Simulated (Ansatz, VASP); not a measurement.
In2O3: VASP beside Ansatz

```xyz
40
Lattice="-5.0600 5.0600 5.0600 5.0600 -5.0600 5.0600 5.0600 5.0600 -5.0600" Properties=species:S:1:pos:R:3 pbc="T T T"
In    2.5300    2.5300    2.5300
In   -2.5300    2.5300    2.5300
In    2.5300   -2.5300    2.5300
In    2.5300    2.5300   -2.5300
In    0.2125    0.0000    2.5300
In   -0.2125    5.0600    2.5300
In    2.5300    0.2125    0.0000
In    2.5300   -0.2125    5.0600
In    0.0000    2.5300    0.2125
In    5.0600    2.5300   -0.2125
In    5.4850    0.0000    2.5300
In    4.6350    5.0600    2.5300
In    2.5300    5.4850    0.0000
In    2.5300    4.6350    5.0600
In    0.0000    2.5300    5.4850
In    5.0600    2.5300    4.6350
O     1.2650    1.2650    3.7950
O    -1.2650    3.7950    3.7950
O     1.2650   -1.2650    1.2650
O    -1.2650    6.3250    1.2650
O     3.7950    1.2650    1.2650
O     3.7950   -1.2650    3.7950
O     1.2650    1.2650   -1.2650
O     1.2650   -1.2650    6.3250
O     1.2650    3.7950    1.2650
O     3.7950    3.7950   -1.2650
O    -1.2650    1.2650    1.2650
O     6.3250    1.2650   -1.2650
O     1.2650    3.7950    3.7950
O    -1.2650    1.2650    3.7950
O     1.2650    6.3250    1.2650
O     3.7950    3.7950   -3.7950
O     3.7950    1.2650    3.7950
O     3.7950   -1.2650    1.2650
O     1.2650    1.2650    6.3250
O    -3.7950    3.7950    3.7950
O     3.7950    3.7950    1.2650
O     1.2650    3.7950   -1.2650
O     6.3250    1.2650    1.2650
O     3.7950   -3.7950    3.7950
```

Alike in both runs: task electric field gradients; functional PBE; k mesh 3 × 3 × 3; occupations fermi-dirac, width 0.02 eV; no spin polarisation.

```csv
,VASP,Ansatz
version,VASP 6.6.1,Ansatz 0.2.0
potentials or method,"VASP PAW PBE potentials, release 64 (In_d, O)","plane-wave PAW, scalar-relativistic"
plane-wave cutoff (eV),520,420
valence electrons in the cell,352,352
```

Ansatz gave:

```
pressure (GPa)                                       : 11.8
rms of the force components (eV/Å)                   : 1.406
size of Vzz on the site where it differs most (V/Å²) : 187.6
```

What did VASP give for the same quantities?

Pressure (GPa): 12.2; rms of the force components (eV/Å): 1.411; size of Vzz on the site where it differs most (V/Å²): 150.2.

Atom by atom the forces differ by 0.029 eV/Å (rms over components).
